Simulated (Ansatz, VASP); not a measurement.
NaZrO2 in VASP and in Ansatz

The input INCAR:

```
PREC     = Accurate       # precision mode
ENCUT    = 520            # plane-wave cutoff, eV
EDIFF    = 1E-6           # SCF threshold, eV
ISMEAR   = 0              # smearing method
SIGMA    = 0.1            # smearing width, eV
LREAL    = False          # projectors in reciprocal space
LASPH    = True           # aspherical terms in the spheres
NELM     = 100            # most SCF steps
ALGO     = Normal         # electronic algorithm
ISIF     = 2              # what is computed and relaxed
LWAVE    = False          # write WAVECAR
LCHARG   = True           # write CHGCAR
GGA      = PE             # functional
LELF     = True           # ELF
LVHAR    = True         
NBANDS   = 24             # bands
```

File KPOINTS:

```
Automatic mesh
0
Gamma
  6 6 4
```

POSCAR

```
NaZrO2
1.0
    4.0824705300      0.0000000000      0.0000000000
   -2.0412352600      3.5355231900      0.0000000000
    0.0000000000      0.0000000000      4.6642052400
Na Zr O
1 1 2
Direct
    0.0000000000      0.0000000000      0.0000000000
    0.0000000000      0.0000000000      0.5000000000
    0.3333333300      0.6666666700      0.8576781200
    0.6666666700      0.3333333300      0.1423218800
```

Input for Ansatz:

```yaml
crystal:
  lattice:
    - [4.08247053, 0.0, 0.0]
    - [-2.04123526, 3.53552319, 0.0]
    - [0.0, 0.0, 4.66420524]
  atoms:
    - { symbol: Na, position: [0.0, 0.0, 0.0] }
    - { symbol: Zr, position: [0.0, 0.0, 0.5] }
    - { symbol: O, position: [0.33333333, 0.66666667, 0.85767812] }
    - { symbol: O, position: [0.66666667, 0.33333333, 0.14232188] }
basis:
  ecutwfc: 420
kpoints:
  mp_grid: { grid: [6, 6, 4] }
hamiltonian:
  xc: pbe
scf:
  occupations: { method: gaussian, width: 0.1 }
  lower_state_search: "off"
output:
  forces: true
  stress: true
  eigenvalues: true
```

Alike in both runs: task single point; functional PBE; k mesh 6 × 6 × 4; occupations gaussian, width 0.1 eV; no spin polarisation.

```csv
,VASP,Ansatz
version,VASP 6.6.1,Ansatz 0.2.0
potentials or method,"VASP PAW PBE potentials, release 64 (Na_pv, Zr_sv, O), cutoff 520 eV","scalar-relativistic, plane waves, PAW"
valence electrons in the cell,31,33
```

VASP gave:

```
gap on the k mesh at the Fermi level (eV)                     : none
pressure (GPa)                                                : -13.8
traceless stress, the component that is largest in VASP (GPa) : 33.73
rms of the force components (eV/Å)                            : 1.640
```

Question: Estimate Ansatz's values.

Answer: gap on the k mesh at the Fermi level (eV): none; pressure (GPa): -14.0; traceless stress, the component that is largest in VASP (GPa): 33.51; rms of the force components (eV/Å): 1.641.

Atom by atom the forces differ by 0.001 eV/Å (rms over components). A gap of «none» marks a metal or a gap that the smearing closes. VASP's potentials hold 31 valence electrons a cell and Ansatz's 33, so a difference there can come from the potentials and not from the codes.
